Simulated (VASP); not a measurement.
# Os (P6_3/mmc) in VASP: single point with LDA

Aim: the single point of Os with LDA.

Program: VASP 6.6.1. These are calculated values, not measurements. Logs are shortened: lines on timing, memory, paths and dates and some standing lists are left out, and cuts for length are marked.

## Step 1: The cell of the first run

The structure is hexagonal, space group P6_3/mmc (No. 194). Conventional cell: a = 2.734 Å, b = 2.734 Å, c = 4.147 Å, α = 90.00°, β = 90.00°, γ = 120.00°. Os (site symmetry -6m2) has 12 Os at 2.61 to 2.73 Å within 3.4 Å.

## Step 2: Single point, LDA (strain +0.000 along x and y, -0.040 along z)

The input, INCAR:

```
SYSTEM = Os
PREC = Accurate
ENCUT = 560
EDIFF = 1E-6
ISMEAR = 0
SIGMA = 0.15
LREAL = .False.
LASPH = .True.
NELM = 120
ALGO = Normal
ISIF = 2
LWAVE = .False.
LCHARG = .True.
GGA = CA
LELF = .True.
LVHAR = .True.
NBANDS = 23
GGA_COMPAT = .False.
```

The input, KPOINTS:

```
Automatic mesh
0
Gamma
  21 21 12
  0 0 0
```

The input, POSCAR:

```
Os
1.0
    2.7340999755      0.0000000000      0.0000000000
   -1.3670499878      2.3678000353      0.0000000000
    0.0000000000      0.0000000000      4.1469120000
Os
2
Direct
    0.3333333333      0.6666666667      0.2500000000
    0.6666666667      0.3333333333      0.7500000000
```

Potentials or basis: VASP PAW LDA potentials, release 64 (Os_sv_GW).

The run is started by

```sh
$ cat potpaw_LDA.64/Os_sv_GW/POTCAR > POTCAR
$ mpirun -np 1 vasp_std > vasp.out
```

OUTCAR:

```text
SYSTEM = Os
   PREC = Accurate
   ENCUT = 560
   EDIFF = 1E-6
   ISMEAR = 0
   LREAL = .False.
   LASPH = .True.
   NELM = 120
   ISIF = 2
   GGA = CA

 ion  position               nearest neighbor table
   1  0.333  0.667  0.250-   2 2.61   2 2.61   2 2.61   2 2.61   2 2.61   2 2.61
   2  0.667  0.333  0.750-   1 2.61   1 2.61   1 2.61   1 2.61   1 2.61   1 2.61

  LATTYP: Found a hexagonal cell.
 ALAT       =     2.7340999755
 C/A-ratio  =     1.5167375140

  Lattice vectors:

 A1 = (   2.7340999755,   0.0000000000,   0.0000000000)
 A2 = (  -1.3670499878,   2.3678000353,   0.0000000000)
 A3 = (   0.0000000000,   0.0000000000,   4.1469120000)

Analysis of symmetry for initial positions (statically):
=====================================================================
 Subroutine PRICEL returns:
 Original cell was already a primitive cell.

 Routine SETGRP: Setting up the symmetry group for a
 hexagonal supercell.

 Subroutine GETGRP returns: Found 24 space group operations
 (whereof 12 operations were pure point group operations)
 out of a pool of 24 trial point group operations.

The static configuration has the point symmetry D_3d.
 The point group associated with its full space group is D_6h.

Analysis of symmetry for dynamics (positions and initial velocities):
=====================================================================
 Subroutine PRICEL returns:
 Original cell was already a primitive cell.

 Routine SETGRP: Setting up the symmetry group for a
 hexagonal supercell.

 Subroutine GETGRP returns: Found 24 space group operations
 (whereof 12 operations were pure point group operations)
 out of a pool of 24 trial point group operations.

The dynamic configuration has the point symmetry D_3d.
 The point group associated with its full space group is D_6h.

 Subroutine INISYM returns: Found 24 space group operations
 (whereof 12 operations are pure point group operations),
 and found     1 'primitive' translations

----------------------------------------------------------------------------------------

                                     Primitive cell

  volume of cell :      26.8463

  direct lattice vectors                    reciprocal lattice vectors
     2.734099975  0.000000000  0.000000000     0.365751073  0.211166481  0.000000000
    -1.367049988  2.367800035  0.000000000     0.000000000  0.422332961  0.000000000
     0.000000000  0.000000000  4.146912000     0.000000000  0.000000000  0.241143289

  length of vectors
     2.734099975  2.734099976  4.146912000     0.422332961  0.422332961  0.241143289

  position of ions in fractional coordinates (direct lattice)
     0.333333333  0.666666667  0.250000000
     0.666666667  0.333333333  0.750000000

  ion indices of the primitive-cell ions
   primitive index   ion index
                 1           1
                 2           2

----------------------------------------------------------------------------------------

 KPOINTS: Automatic mesh

Automatic generation of k-mesh.
 Grid dimensions read from file:
 generate k-points for:   21   21   12

 Generating k-lattice:

  Cartesian coordinates                     Fractional coordinates (reciprocal lattice)
     0.017416718  0.010055547  0.000000000     0.047619048  0.000000000  0.000000000
     0.000000000  0.020111093  0.000000000     0.000000000  0.047619048  0.000000000
     0.000000000  0.000000000  0.020095274     0.000000000  0.000000000  0.083333333

  Length of vectors
     0.020111093  0.020111093  0.020095274

  Shift w.r.t. Gamma in fractional coordinates (k-lattice)
     0.000000000  0.000000000  0.000000000

 Subroutine IBZKPT returns following result:
 ===========================================

 Found    336 irreducible k-points:

 Following reciprocal coordinates:
            Coordinates               Weight
  0.000000  0.000000  0.000000      1.000000
  0.047619  0.000000  0.000000      6.000000
  0.095238  0.000000  0.000000      6.000000
  0.142857  0.000000  0.000000      6.000000
  0.190476  0.000000  0.000000      6.000000
  0.238095  0.000000  0.000000      6.000000
[... 16 lines left out ...]
  0.142857  0.095238  0.000000     12.000000
  0.190476  0.095238  0.000000     12.000000
 [... further k-points ...]
   k-points           NKPTS =    336   k-points in BZ     NKDIM =    336   number of bands    NBANDS=     23
   number of dos      NEDOS =    301   number of ions     NIONS =      2
   total plane-waves  NPLWV =  18432
   dimension x,y,z NGX =    24 NGY =   24 NGZ =   32
   dimension x,y,z NGXF=    48 NGYF=   48 NGZF=   64
   ions per type =               2
   NGX,Y,Z   is equivalent  to a cutoff of  14.59, 14.59, 12.83 a.u.
   NGXF,Y,Z  is equivalent  to a cutoff of  29.19, 29.19, 25.66 a.u.
 SYSTEM =  Os
   PREC   = accura    normal or accurate (medium, high low for compatibility)
   ISTART =      0    job   : 0-new  1-cont  2-samecut
   ICHARG =      2    charge: 1-file 2-atom 10-const
   ISPIN  =      1    spin polarized calculation?
   LNONCOLLINEAR =      F non collinear calculations
   LSORBIT =      F    spin-orbit coupling
   LASPH  =      T    aspherical Exc in radial PAW
   ENCUT  =  560.0 eV  41.16 Ry    6.42 a.u.   5.28  5.28  8.00*2*pi/ulx,y,z
   NELM   =    120;   NELMIN=  2; NELMDL= -5     # of ELM steps
   EDIFF  = 0.1E-05   stopping-criterion for ELM
   LREAL  =      F    real-space projection
   EDIFFG = 0.1E-04   stopping-criterion for IOM
   NSW    =      0    number of steps for IOM
   IBRION =     -1    ionic relax: 0-MD 1-quasi-New 2-CG
   NFREE  =      0    steps in history (QN), initial steepest desc. (CG)
   ISIF   =      2    stress and relaxation
   ISYM   =      2    0-nonsym 1-usesym 2-fastsym
   POTIM  = 0.5000    time-step for ionic-motion
   TEBEG  =    0.0;   TEEND  =   0.0 temperature during run
   PSTRESS=    0.0 pullay stress
   NELECT =      32.0000    total number of electrons
   NUPDOWN=      -1.0000    fix difference up-down
   EMIN   =  10.00;   EMAX   =-10.00  energy-range for DOS
   EFERMI =   0.00;   METHOD = LEGACY
   ISMEAR =     0;   SIGMA  =   0.15  broadening in eV -4-tet -1-fermi 0-gaus
   EFERMI_NEDOS =   21; number of points for ismear=-14 and -15
   IALGO  =     38    algorithm
   IMIX   =      4    mixing-type and parameters
     AMIX     =   0.40;   BMIX     =  1.00
     AMIX_MAG =   1.60;   BMIX_MAG =  1.00
  volume/ion in A,a.u.               =      13.42        90.58
  Fermi-wavevector in a.u.,A,eV,Ry     =   1.735788  3.280164 40.993821  3.012961
  Thomas-Fermi vector in A             =   2.809327
   LORBIT       =      0    0 simple, 1 ext, 2 COOP (PROOUT), +10 PAW based schemes
   GGA     = CA    functional components
   LHFCALC =     F    Hartree Fock is set to
   AEXX    =    0.0000 exact exchange contribution
   IVDW    =     0    specifies the selected vdW correction
   LEPSILON=     F    determine dielectric tensor
   LRPA    =     F    only Hartree local field effects (RPA)
 non-spin polarized calculation
 Gauss-broadening in eV      SIGMA  =   0.15
  energy-cutoff  :      560.00
  volume of cell :       26.85
 maximum number of plane-waves:       822
 NGX is ok and might be reduce to    24
   NGX = 11   NGY = 11   NGZ = 17

 number of electron      31.9999997 magnetization

 Free energy of the ion-electron system (eV)
  ---------------------------------------------------
  ext. energy  EPLUGINS =         0.00000000
  ---------------------------------------------------
  free energy    TOTEN  =       -27.53791957 eV

  energy without entropy =      -27.52484503  energy(sigma->0) =      -27.53138230

 E-fermi :  14.3663     XC(G=0): -15.0685

 val. band max:       14.3627131095   @ k =   0.1429   0.1429   0.0000
 cond. band min:      14.3730891066   @ k =   0.1905   0.0952   0.0000
 fundamental gap:      0.0103759971
 Fermi energy:        14.3663266046

 k-point     1 :       0.0000    0.0000    0.0000
  band No.  band energies     occupation
      1     -71.9675      2.00000
      2     -71.7998      2.00000
      3     -32.3585      2.00000
      4     -31.2675      2.00000
      5     -31.2675      2.00000
      6     -31.0141      2.00000
[... 15 lines left out ...]
     22      27.5322      0.00000
     23      30.6947      0.00000

 k-point     2 :       0.0476    0.0000    0.0000
  band No.  band energies     occupation
      1     -71.9655      2.00000
      2     -71.7994      2.00000
      3     -32.3493      2.00000
      4     -31.2849      2.00000
      5     -31.2739      2.00000
      6     -31.0329      2.00000
[... 15 lines left out ...]
     22      27.7315      0.00000
     23      30.8061      0.00000

 k-point     3 :       0.0952    0.0000    0.0000
  band No.  band energies     occupation
      1     -71.9592      2.00000
      2     -71.7983      2.00000
      3     -32.3221      2.00000
      4     -31.3349      2.00000
      5     -31.2928      2.00000
      6     -31.0859      2.00000
[... 15 lines left out ...]
     22      28.3002      0.00000
     23      31.1120      0.00000

 k-point     4 :       0.1429    0.0000    0.0000
  band No.  band energies     occupation
      1     -71.9493      2.00000
      2     -71.7962      2.00000
      3     -32.2776      2.00000
      4     -31.4128      2.00000
      5     -31.3210      2.00000
      6     -31.1680      2.00000
[... 15 lines left out ...]
     22      29.1231      0.00000
     23      31.4451      0.00000

 k-point     5 :       0.1905    0.0000    0.0000
  band No.  band energies     occupation
      1     -71.9364      2.00000
      2     -71.7942      2.00000
      3     -32.2183      2.00000
      4     -31.5122      2.00000
      5     -31.3566      2.00000
      6     -31.2704      2.00000
[... 434 lines left out ...]
 k-point    22 :       0.0952    0.0952    0.0000
  band No.  band energies     occupation
      1     -71.9435      2.00000
      2     -71.7951      2.00000
      3     -32.2517      2.00000
      4     -31.4405      2.00000
      5     -31.3666      2.00000
      6     -31.1888      2.00000
[... 15 lines left out ...]
     22      29.5356      0.00000
     23      31.7988      0.00000

 k-point    23 :       0.1429    0.0952    0.0000
  band No.  band energies     occupation
      1     -71.9309      2.00000
      2     -71.7932      2.00000
      3     -32.1933      2.00000
      4     -31.5229      2.00000
      5     -31.4343      2.00000
      6     -31.2555      2.00000
[... 15 lines left out ...]
     22      29.9031      0.00000
     23      31.2388      0.00000

 k-point    24 :       0.1905    0.0952    0.0000
  band No.  band energies     occupation
      1     -71.9159      2.00000
      2     -71.7914      2.00000
      3     -32.1225      2.00000
      4     -31.6230      2.00000
      5     -31.5060      2.00000
      6     -31.3259      2.00000
[... 15 lines left out ...]
     22      28.8809      0.00000
     23      29.9981      0.00000

 [... further k-points ...]

------------------------ aborting loop because EDIFF is reached ----------------------------------------

  FORCE on cell =-STRESS in cart. coord.  units (eV):
  Direction    XX          YY          ZZ          XY          YZ          ZX
  --------------------------------------------------------------------------------------
  -------------------------------------------------------------------------------------
  Total        0.4998421      0.4998421      5.0536281     -0.0000000      0.0000000     -0.0000000
  in kB       29.8304074     29.8304074    301.5988129     -0.0000000      0.0000000     -0.0000000
  external PRESSURE =     120.4198759 kB  Pullay stress =       0.0000000 kB

 VOLUME and BASIS-vectors are now :
 -----------------------------------------------------------------------------
  energy-cutoff  :      560.00
  volume of cell :       26.85
      direct lattice vectors                 reciprocal lattice vectors
     2.734099975  0.000000000  0.000000000     0.365751073  0.211166481  0.000000000
    -1.367049988  2.367800035  0.000000000     0.000000000  0.422332961  0.000000000
     0.000000000  0.000000000  4.146912000     0.000000000  0.000000000  0.241143289

 POSITION                                       TOTAL-FORCE (eV/Angst)
 -----------------------------------------------------------------------------------
     -0.00000      1.57853      1.03673        -0.000000      0.000000      0.000000
      1.36705      0.78927      3.11018         0.000000     -0.000000      0.000000
 -----------------------------------------------------------------------------------
    total drift:                                0.000000     -0.000000      0.000000

  FREE ENERGIE OF THE ION-ELECTRON SYSTEM (eV)
  ---------------------------------------------------
  free  energy   TOTEN  =       -27.5379195679 eV

  energy  without entropy=      -27.5248450345  energy(sigma->0) =      -27.53138230
```

It took 1.9 min on 1 thread of Intel Xeon Platinum 8375C at 2.90GHz (Ice Lake), shared host; peak memory 0.3 GiB.

What came out:

| Property | Result |
| --- | --- |
| Free energy | -27.5379 eV |
| Pressure | 12.0 GPa |
| Band gap on the k mesh | zero (bands 16 and 17 overlap by 4.12 eV) |

Levels at points of the mesh, in eV from the Fermi level:
| k point | band 13 | band 14 | band 15 | band 16 | band 17 | band 18 | band 19 | band 20 |
| --- | --- | --- | --- | --- | --- | --- | --- | --- |
| (0.00, 0.00, 0.00) | -2.52 | -2.34 | -2.34 | -2.09 | -2.09 | 0.63 | 1.74 | 1.74 |
| (0.00, 0.00, 0.50) | -3.70 | -3.70 | -3.54 | -3.54 | 1.00 | 1.00 | 1.00 | 1.00 |

Caveat: the cell differs from its parent crystal (strain +0.000 along x and y, -0.040 along z); the stress differs along the axes, from 3 to 30 GPa; spin-orbit coupling is left out, which moves the levels of the heavy elements.
